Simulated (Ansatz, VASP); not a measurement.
**C in VASP and in Ansatz**

```xyz
2
Lattice="2.4562 0.0000 0.0000 -1.2281 2.1271 0.0000 0.0000 0.0000 8.5238" Properties=species:S:1:pos:R:3 pbc="T T T"
C     0.0000    1.4181    0.0000
C     1.2281    0.7090    0.0000
```

Alike in both runs: task relaxation of cell and atoms; functional LDA; k mesh 21 × 21 × 6; occupations gaussian, width 0.1 eV; no spin polarisation.

```csv
,VASP,Ansatz
version,VASP 6.6.1,Ansatz 0.2.0
potentials or method,"VASP PAW LDA potentials, release 64 (C), cutoff 600 eV","scalar-relativistic, plane waves, PAW"
valence electrons in the cell,8,8
```

Ansatz gave:

* gap on the k mesh at the Fermi level, each at its own relaxed structure (eV): none
* relaxed volume (Å³/atom): 22.06
* relaxed cell length with the largest relative difference (Å): 8.525

Problem. Which values does VASP return?

Solution. gap on the k mesh at the Fermi level, each at its own relaxed structure (eV): none; relaxed volume (Å³/atom): 9.31; relaxed cell length with the largest relative difference (Å): 3.594.

Ansatz warns that its potentials were made for another functional, while VASP's fit it. LDA's correlation is that of Perdew and Zunger in VASP and of Perdew and Wang (1992) in Ansatz. A gap of «none» marks a metal or a gap that the smearing closes. One of these differences is far larger than is usual between the two programs; its cause wasn't traced.

Noted on VASP's run: the volume moved by over 15 % at a fixed basis, so the end points are rough.
